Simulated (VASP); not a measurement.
Write the native input for VASP 6.6.1 that does the following.

| Item | Value |
| --- | --- |
| Task | single point |
| Functional | PBE |
| Potentials or basis | VASP PAW PBE potentials, release 64 (Pb_d) |
| Cutoff | 520 eV |
| k mesh | 16 × 16 × 16 |
| Occupations | gaussian, width 0.15 eV |
| Spin | no spin polarisation |
| Dipole correction | no |
| Further INCAR settings | ALGO = Fast; EDIFF = 1e-07; NBANDS = 13 |

The structure of Pb lies in POSCAR:

```
Pb
1.0
    0.0000000000      2.5438940000      2.4698000000
    2.3957060000      0.0000000000      2.4698000000
    2.3957060000      2.5438940000      0.0000000000
Pb
1
Direct
    0.0000000000      0.0000000000      0.0000000000
```

This cell differs from its parent crystal: strain -0.0300 x Voigt [1, -1, 0, 0, 0, 0].

These files were run (other wordings do the same):

INCAR

```
SYSTEM = Pb
PREC = Accurate ; ENCUT = 520
EDIFF = 1E-7 ; ISMEAR = 0
SIGMA = 0.15 ; LREAL = .FALSE.
LASPH = .TRUE. ; NELM = 100
ALGO = Fast ; ISIF = 2
LWAVE = .FALSE. ; LCHARG = .FALSE.
GGA = PE ; NBANDS = 13
```

KPOINTS

```
Automatic mesh
0
G
  16 16 16
  0 0 0
```

Potentials or basis: VASP PAW PBE potentials, release 64 (Pb_d).

Run with:

```sh
$ cat potpaw_PBE.64/Pb_d/POTCAR > POTCAR
$ mpirun -np 1 vasp_std > vasp.out
```

It gave:

The pressure is 2.7 GPa. The band gap on the k mesh is zero (band 7 reaches 14.78 eV, above the bottom of band 8 at 5.52 eV).

Caveat: the cell differs from its parent crystal (strain -0.0300 x Voigt [1, -1, 0, 0, 0, 0]); spin-orbit coupling is left out, which moves the levels of the heavy elements.

It took 3.3 min on 1 thread of Intel Xeon 6975P-C, with other jobs on the host, peak memory 0.34 GiB.
